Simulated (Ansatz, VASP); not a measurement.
**Cu in VASP and in Ansatz**

```xyz
4
Lattice="2.0955 -4.4608 0.0000 2.0955 4.4608 0.0000 0.0000 0.0000 2.5784" Properties=species:S:1:pos:R:3 pbc="T T T"
Cu    2.0955    3.2757    0.0000
Cu    2.0955   -1.1851    1.2892
Cu    2.0955   -3.2757    2.5784
Cu    2.0955    1.1851    1.2891
```

Alike in both runs: functional r2SCAN; k mesh 6 × 6 × 4; occupations gaussian, width 0.1 eV; no spin polarisation.

Ansatz relaxed the structure, and its values are those at the end. VASP's run is a single point on that final structure, the one shown.

|  | VASP | Ansatz |
| --- | --- | --- |
| version | VASP 6.6.1 | Ansatz 0.2.0 |
| potentials or method | VASP PAW PBE potentials, release 64 (Cu), cutoff 520 eV | scalar-relativistic, plane waves, PAW |
| valence electrons in the cell | 44 | 76 |

Ansatz gave:

| Quantity | Value |
| --- | --- |
| gap on the k mesh at the Fermi level (eV) | none |
| pressure (GPa) | 0.0 |

Which values does VASP return?

gap on the k mesh at the Fermi level (eV): none; pressure (GPa): 0.7.

VASP's potentials were made for PBE, not for r2SCAN. A gap of «none» marks a metal or a gap that the smearing closes. VASP's potentials hold 44 valence electrons a cell and Ansatz's 76, so a difference there can come from the potentials and not from the codes.

The k mesh is coarse, so the values compare programs but aren't converged.
